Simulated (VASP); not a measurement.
# SrO (P6_3/mmc) in VASP: further runs, part 2 of 2

VASP 6.6.1. Earlier steps stand in the parts before.

## 3. Single point, r2SCAN (volume changed by +6%)

Contents of POSCAR:

```
SrO
1.0
    3.6331231682      0.0000000000      0.0000000000
   -1.8165615841      3.1463769588      0.0000000000
    0.0000000000      0.0000000000      6.3777850817
Sr O
2 2
Direct
    0.0000000000      0.0000000000      0.0000000000
    0.0000000000      0.0000000000      0.5000000000
    0.3333333333      0.6666666667      0.2500000000
    0.6666666667      0.3333333333      0.7500000000
```

Contents of INCAR.step1:

```
SYSTEM = SrO
ALGO = Normal
EDIFF = 1E-4
ENCUT = 520
GGA = PE
ISMEAR = 0
LASPH = .TRUE.
LCHARG = .FALSE.
LREAL = .FALSE.
LWAVE = .TRUE.
NBANDS = 24
NELM = 100
PREC = Accurate
SIGMA = 0.01
```

Contents of INCAR.step2:

```
SYSTEM = SrO
ALGO = Normal
EDIFF = 1E-7
ENCUT = 520
ISIF = 2
ISMEAR = 0
ISTART = 1
LASPH = .TRUE.
LCHARG = .FALSE.
LMIXTAU = .TRUE.
LREAL = .FALSE.
LWAVE = .FALSE.
METAGGA = R2SCAN
NBANDS = 24
NELM = 100
PREC = Accurate
SIGMA = 0.01
```

Contents of KPOINTS:

```
k-points
0
G
  9 9 4
  0 0 0
```

Potentials or basis: VASP PAW PBE potentials, release 64 (Sr_sv, O).

Command:

```bash
$ cat potpaw_PBE.64/Sr_sv/POTCAR potpaw_PBE.64/O/POTCAR > POTCAR
$ cp INCAR.step1 INCAR
$ mpirun -np 1 vasp_std > vasp.out
$ cp INCAR.step2 INCAR
$ mpirun -np 1 vasp_std > vasp.out
```

OUTCAR:

```text
SYSTEM = SrO
   EDIFF = 1E-7
   ENCUT = 520
   ISIF = 2
   ISMEAR = 0
   ISTART = 1
   LASPH = .TRUE.
   LREAL = .FALSE.
   METAGGA = R2SCAN
   NELM = 100
   PREC = Accurate

 ion  position               nearest neighbor table
   1  0.000  0.000  0.000-   3 2.63   4 2.63   4 2.63   3 2.63   4 2.63   3 2.63   2 3.19   2 3.19
                             2 4.83   2 4.83   2 4.83   2 4.83   2 4.83   2 4.83   2 4.83   2 4.83
   2  0.000  0.000  0.500-   3 2.63   4 2.63   4 2.63   3 2.63   4 2.63   3 2.63   1 3.19   1 3.19
                             1 4.83   1 4.83   1 4.83   1 4.83   1 4.83   1 4.83   1 4.83   1 4.83
   3  0.333  0.667  0.250-   1 2.63   2 2.63   1 2.63   2 2.63   1 2.63   2 2.63
   4  0.667  0.333  0.750-   1 2.63   2 2.63   1 2.63   2 2.63   1 2.63   2 2.63

  LATTYP: Found a hexagonal cell.
 ALAT       =     3.6331231682
 C/A-ratio  =     1.7554552341

  Lattice vectors:

 A1 = (   3.6331231682,   0.0000000000,   0.0000000000)
 A2 = (  -1.8165615841,   3.1463769588,   0.0000000000)
 A3 = (   0.0000000000,   0.0000000000,   6.3777850817)

Analysis of symmetry for initial positions (statically):
=====================================================================
 Subroutine PRICEL returns:
 Original cell was already a primitive cell.

 Routine SETGRP: Setting up the symmetry group for a
 hexagonal supercell.

 Subroutine GETGRP returns: Found 24 space group operations
 (whereof 12 operations were pure point group operations)
 out of a pool of 24 trial point group operations.

The static configuration has the point symmetry D_3d.
 The point group associated with its full space group is D_6h.

Analysis of symmetry for dynamics (positions and initial velocities):
=====================================================================
 Subroutine PRICEL returns:
 Original cell was already a primitive cell.

 Routine SETGRP: Setting up the symmetry group for a
 hexagonal supercell.

 Subroutine GETGRP returns: Found 24 space group operations
 (whereof 12 operations were pure point group operations)
 out of a pool of 24 trial point group operations.

The dynamic configuration has the point symmetry D_3d.
 The point group associated with its full space group is D_6h.

 Subroutine INISYM returns: Found 24 space group operations
 (whereof 12 operations are pure point group operations),
 and found     1 'primitive' translations

----------------------------------------------------------------------------------------

                                     Primitive cell

  volume of cell :      72.9056

  direct lattice vectors                    reciprocal lattice vectors
     3.633123168  0.000000000  0.000000000     0.275245279  0.158912936  0.000000000
    -1.816561584  3.146376959  0.000000000     0.000000000  0.317825872  0.000000000
     0.000000000  0.000000000  6.377785082     0.000000000  0.000000000  0.156794246

  length of vectors
     3.633123168  3.633123168  6.377785082     0.317825872  0.317825872  0.156794246

  position of ions in fractional coordinates (direct lattice)
     0.000000000  0.000000000  0.000000000
     0.000000000  0.000000000  0.500000000
     0.333333333  0.666666667  0.250000000
     0.666666667  0.333333333  0.750000000

[... 21 lines left out ...]

  Length of vectors
     0.035313986  0.035313986  0.039198561

  Shift w.r.t. Gamma in fractional coordinates (k-lattice)
     0.000000000  0.000000000  0.000000000

 Subroutine IBZKPT returns following result:
 ===========================================

 Found     36 irreducible k-points:

 Following reciprocal coordinates:
            Coordinates               Weight
  0.000000  0.000000  0.000000      1.000000
  0.111111 -0.000000  0.000000      6.000000
  0.222222 -0.000000  0.000000      6.000000
  0.333333 -0.000000  0.000000      6.000000
  0.444444 -0.000000  0.000000      6.000000
  0.111111  0.111111  0.000000      6.000000
[... 16 lines left out ...]
  0.333333  0.222222  0.250000     24.000000
  0.333333  0.333333  0.250000      4.000000
 [... further k-points ...]
   k-points           NKPTS =     36   k-points in BZ     NKDIM =     36   number of bands    NBANDS=     24
   number of dos      NEDOS =    301   number of ions     NIONS =      4
   total plane-waves  NPLWV =  37632
   dimension x,y,z NGX =    28 NGY =   28 NGZ =   48
   dimension x,y,z NGXF=    56 NGYF=   56 NGZF=   96
   ions per type =               2   2
   NGX,Y,Z   is equivalent  to a cutoff of  12.81, 12.81, 12.51 a.u.
   NGXF,Y,Z  is equivalent  to a cutoff of  25.62, 25.62, 25.02 a.u.
 SYSTEM =  SrO
   PREC   = accura    normal or accurate (medium, high low for compatibility)
   ISTART =      1    job   : 0-new  1-cont  2-samecut
   ICHARG =      0    charge: 1-file 2-atom 10-const
   ISPIN  =      1    spin polarized calculation?
   LNONCOLLINEAR =      F non collinear calculations
   LSORBIT =      F    spin-orbit coupling
   LASPH  =      T    aspherical Exc in radial PAW
   ENCUT  =  520.0 eV  38.22 Ry    6.18 a.u.   6.76  6.76 11.86*2*pi/ulx,y,z
   NELM   =    100;   NELMIN=  2; NELMDL=  0     # of ELM steps
   EDIFF  = 0.1E-06   stopping-criterion for ELM
   LREAL  =      F    real-space projection
   EDIFFG = 0.1E-05   stopping-criterion for IOM
   NSW    =      0    number of steps for IOM
   IBRION =     -1    ionic relax: 0-MD 1-quasi-New 2-CG
   NFREE  =      0    steps in history (QN), initial steepest desc. (CG)
   ISIF   =      2    stress and relaxation
   ISYM   =      2    0-nonsym 1-usesym 2-fastsym
   POTIM  = 0.5000    time-step for ionic-motion
   TEBEG  =    0.0;   TEEND  =   0.0 temperature during run
   PSTRESS=    0.0 pullay stress
   NELECT =      32.0000    total number of electrons
   NUPDOWN=      -1.0000    fix difference up-down
   EMIN   =  10.00;   EMAX   =-10.00  energy-range for DOS
   EFERMI =   0.00;   METHOD = LEGACY
   ISMEAR =     0;   SIGMA  =   0.01  broadening in eV -4-tet -1-fermi 0-gaus
   EFERMI_NEDOS =   21; number of points for ismear=-14 and -15
   IALGO  =     38    algorithm
   IMIX   =      4    mixing-type and parameters
     AMIX     =   0.40;   BMIX     =  1.00
     AMIX_MAG =   1.60;   BMIX_MAG =  1.00
  volume/ion in A,a.u.               =      18.23       123.00
  Fermi-wavevector in a.u.,A,eV,Ry     =   1.244146  2.351094 21.060438  1.547898
  Thomas-Fermi vector in A             =   2.378425
   LORBIT       =      0    0 simple, 1 ext, 2 COOP (PROOUT), +10 PAW based schemes
   METAGGA = R2SCAN    functional components
   LHFCALC =     F    Hartree Fock is set to
   AEXX    =    0.0000 exact exchange contribution
   IVDW    =     0    specifies the selected vdW correction
   LEPSILON=     F    determine dielectric tensor
   LRPA    =     F    only Hartree local field effects (RPA)
 non-spin polarized calculation
 Gauss-broadening in eV      SIGMA  =   0.01
  energy-cutoff  :      520.00
  volume of cell :       72.91
 maximum number of plane-waves:      1980
 NGX is ok and might be reduce to    28
   NGX = 13   NGY = 13   NGZ = 23

 number of electron      32.0000001 magnetization

 Free energy of the ion-electron system (eV)
  ---------------------------------------------------
  ext. energy  EPLUGINS =         0.00000000
  ---------------------------------------------------
  free energy    TOTEN  =       -53.45631343 eV

  energy without entropy =      -53.45631343  energy(sigma->0) =      -53.45631343

 E-fermi :   1.1874     XC(G=0): -10.2224

 val. band max:        1.1406086518   @ k =   0.0000   0.0000   0.0000
 cond. band min:       4.9053242656   @ k =   0.0000   0.0000   0.0000
 fundamental gap:      3.7647156137
 Fermi energy:         1.1873998434

 k-point     1 :       0.0000    0.0000    0.0000
  band No.  band energies     occupation
      1     -33.0122      2.00000
      2     -32.8408      2.00000
      3     -16.4802      2.00000
      4     -14.8672      2.00000
      5     -14.0872      2.00000
      6     -14.0872      2.00000
[... 637 lines left out ...]
     23      10.0572      0.00000
     24      11.4776      0.00000

 [... further k-points ...]
[... 5 lines left out ...]
  --------------------------------------------------------------------------------------
  -------------------------------------------------------------------------------------
  Total       -1.8471643     -1.8471643     -2.0358492      0.0000000     -0.0000000      0.0000000
  in kB      -40.5933930    -40.5933930    -44.7399427      0.0000000     -0.0000000      0.0000000
  external PRESSURE =     -41.9755762 kB  Pullay stress =       0.0000000 kB

 VOLUME and BASIS-vectors are now :
 -----------------------------------------------------------------------------
  energy-cutoff  :      520.00
  volume of cell :       72.91
      direct lattice vectors                 reciprocal lattice vectors
     3.633123168  0.000000000  0.000000000     0.275245279  0.158912936  0.000000000
    -1.816561584  3.146376959  0.000000000     0.000000000  0.317825872  0.000000000
     0.000000000  0.000000000  6.377785082     0.000000000  0.000000000  0.156794246

 POSITION                                       TOTAL-FORCE (eV/Angst)
 -----------------------------------------------------------------------------------
      0.00000      0.00000      0.00000         0.000000      0.000000     -0.000000
      0.00000      0.00000      3.18889         0.000000      0.000000     -0.000000
     -0.00000      2.09758      1.59445        -0.000000      0.000000      0.000000
      1.81656      1.04879      4.78334         0.000000     -0.000000      0.000000
 -----------------------------------------------------------------------------------
    total drift:                                0.000000     -0.000000      0.000000

  FREE ENERGIE OF THE ION-ELECTRON SYSTEM (eV)
  ---------------------------------------------------
  free  energy   TOTEN  =       -53.4563134341 eV

  energy  without entropy=      -53.4563134341  energy(sigma->0) =      -53.45631343
```

It took 3.2 min on 1 thread of Intel Xeon Platinum 8488C (Sapphire Rapids), shared host; peak memory 0.22 GiB.

Results:

| Quantity | Value |
| --- | --- |
| Free energy | -53.4563 eV |
| Pressure | -4.2 GPa |
| Band gap on the k mesh | 3.76 eV, direct |

Caveat: the cell differs from its parent crystal (volume changed by +6%); the PAW data sets were made with another functional, which shifts forces and pressure a little. A k mesh can miss the band edges.

## 4. Single point, r2SCAN

This run uses another cell than the first one, of 17.19 Å³/atom, 0.971 times its volume.

Contents of POSCAR:

```
SrO
1.0
    3.5632380138      0.0000000000      0.0000000000
   -1.7816190069      3.0858546397      0.0000000000
    0.0000000000      0.0000000000      6.2551048216
Sr O
2 2
Direct
    0.0000000000      0.0000000000      0.0000000000
    0.0000000000      0.0000000000      0.5000000000
    0.3333333333      0.6666666667      0.2500000000
    0.6666666667      0.3333333333      0.7500000000
```

Contents of INCAR.step1:

```
PREC = Accurate
ENCUT = 520
ISMEAR = 0
SIGMA = 0.01
LREAL = F
LASPH = T
NELM = 100
NBANDS = 24
GGA = PE
ALGO = Normal
EDIFF = 1E-4
LWAVE = T
LCHARG = F
```

Contents of INCAR.step2:

```
PREC = Accurate
ENCUT = 520
EDIFF = 1E-6
ISMEAR = 0
SIGMA = 0.01
LREAL = F
LASPH = T
NELM = 100
ALGO = Normal
ISIF = 2
LWAVE = F
LCHARG = F
METAGGA = R2SCAN
LMIXTAU = T
NBANDS = 24
ISTART = 1
```

Contents of KPOINTS:

```
Automatic mesh
0
Gamma
  12 12 4
```

Command:

```bash
$ cat potpaw_PBE.64/Sr_sv/POTCAR potpaw_PBE.64/O/POTCAR > POTCAR
$ cp INCAR.step1 INCAR
$ mpirun -np 1 vasp_std > vasp.out
$ cp INCAR.step2 INCAR
$ mpirun -np 1 vasp_std > vasp.out
```

Run time: 4.7 min. Hardware: 1 thread of Intel Xeon 6975P-C, shared host; peak memory 0.25 GiB.

It converged, with:

| Item | Value |
| --- | --- |
| Free energy | -53.5031 eV |
| Pressure | 0.6 GPa |
| Band gap on the k mesh | 3.94 eV, direct |

Stress tensor (GPa, compression positive):
```
0.52 0.00 0.00
0.00 0.52 0.00
0.00 0.00 0.67
```

Levels at points of the mesh, in eV from the valence-band top:
| k point | band 13 | band 14 | band 15 | band 16 | band 17 | band 18 | band 19 | band 20 |
| --- | --- | --- | --- | --- | --- | --- | --- | --- |
| (0.00, 0.00, 0.00) | -0.98 | -0.14 | 0.00 | 0.00 | 3.94 | 5.02 | 7.13 | 7.13 |
| (0.50, 0.00, 0.00) | -1.11 | -0.56 | -0.27 | -0.10 | 4.15 | 6.27 | 7.46 | 8.06 |
| (0.00, 0.00, 0.50) | -0.52 | -0.52 | -0.52 | -0.52 | 5.89 | 5.89 | 7.15 | 7.15 |
| (0.50, 0.00, 0.50) | -0.84 | -0.84 | -0.61 | -0.61 | 5.34 | 5.34 | 8.82 | 8.82 |

Caveat: the PAW data sets were made with another functional, which shifts forces and pressure a little.

## 5. The runs side by side

```tsv
cell	k mesh	gap on the mesh (eV)	pressure (GPa)
a = 3.599, b = 3.599, c = 6.317 Å, angles 90.0, 90.0, 120.0°, 4 atoms	9 × 9 × 4	3.86	-2.0
a = 3.633, b = 3.633, c = 6.378 Å, angles 90.0, 90.0, 120.0°, 4 atoms	9 × 9 × 4	3.76	-4.2
a = 3.563, b = 3.563, c = 6.255 Å, angles 90.0, 90.0, 120.0°, 4 atoms	12 × 12 × 4	3.94	0.6
```

Alike in all rows: task single point; level r2SCAN; potentials or basis VASP PAW PBE potentials, release 64 (Sr_sv, O); no spin polarisation; cutoff (eV) 520; smearing gaussian 0.01 eV.

Caveats: the PAW data sets were made with another functional, which shifts forces and pressure a little.

Absolute energies hang on the potentials; compare differences alone.
